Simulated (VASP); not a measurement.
A run of VASP 6.6.1:

INCAR

```
SYSTEM = Al3Os
PREC = Accurate
ENCUT = 600
EDIFF = 1E-7
ISMEAR = 0
SIGMA = 0.1
LREAL = .FALSE.
LASPH = .TRUE.
NELM = 100
ALGO = Fast
ISIF = 3
LWAVE = .FALSE.
LCHARG = .FALSE.
GGA = PE
IBRION = 2
NSW = 90
EDIFFG = -0.04
```

The input KPOINTS:

```
regular mesh
0
G
  4 4 4
  0 0 0
```

Contents of POSCAR:

```
Al3Os
1.0
    3.8355456404      0.0000000000      0.0000000000
    0.0000000000      3.8355456404      0.0000000000
    0.0000000000      0.0000000000      3.7961215846
Al Os
3 1
Direct
    0.0000000000      0.5000000000      0.5000000000
    0.5000000000      0.0000000000      0.5000000000
    0.5000000000      0.5000000000      0.0000000000
    0.0000000000      0.0000000000      0.0000000000
```

Potentials or basis: VASP PAW PBE potentials, release 64 (Al, Os).

Run with:

```bash
$ cat potpaw_PBE.64/Al/POTCAR potpaw_PBE.64/Os/POTCAR > POTCAR
$ mpirun -np 1 vasp_std > vasp.out
```

Hardware: 1 thread of Intel Xeon 8259CL, with other jobs on the host.

How long does it take, and how much memory?

Run time: 91 s on 1 thread of Intel Xeon 8259CL, with other jobs on the host, peak memory 0.19 GiB. Counts: scf iterations 56, k points 18, ion steps 5.
